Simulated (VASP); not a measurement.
## Ru: single point with PBEsol

The system is Ru.

```
Ru
1.0
     2.67527    0.00000    0.00000
    -1.33764    2.31686    0.00000
     0.00000    0.00000    4.22960
Ru
2
Direct
  0.33333 0.66667 0.25000
  0.66667 0.33333 0.75000
```

This cell differs from its parent crystal: volume 13.108 Å^3 an atom, c/a of the conventional cell 1.5810.

```
Program                : VASP 6.6.1
Task                   : single point
Functional             : PBEsol
Potentials or basis    : VASP PAW PBE potentials, release 64 (Ru_pv)
Cutoff                 : 520 eV
k mesh                 : 21 × 21 × 12
Occupations            : gaussian, width 0.15 eV
Spin                   : no spin polarisation
Dipole correction      : no
Further INCAR settings : ALGO = Fast; EDIFF = 1e-06; NBANDS = 21
```

```
Pressure               : 5.8 GPa
Band gap on the k mesh : zero (band 14 reaches 15.03 eV, above the bottom of band 15 at 11.66 eV)
```

Stress tensor (GPa, compression positive):
```
5.96 0.00 0.00
0.00 5.96 0.00
0.00 0.00 5.52
```

Levels at points of the mesh, in eV from the Fermi level:
| k point | band 11 | band 12 | band 13 | band 14 | band 15 | band 16 | band 17 | band 18 |
| --- | --- | --- | --- | --- | --- | --- | --- | --- |
| (0.00, 0.00, 0.00) | -2.56 | -2.03 | -2.03 | -1.49 | -1.49 | 1.24 | 1.24 | 1.28 |
| (0.00, 0.00, 0.50) | -2.94 | -2.94 | -2.86 | -2.86 | 0.58 | 0.58 | 0.58 | 0.58 |

It took 71 s on 1 thread of Intel(R) Xeon(R) Platinum 8559C (Emerald Rapids), with other jobs on the host, peak memory 0.25 GiB.

Caveat: the PAW data sets were made with another functional, which shifts forces and pressure a little.
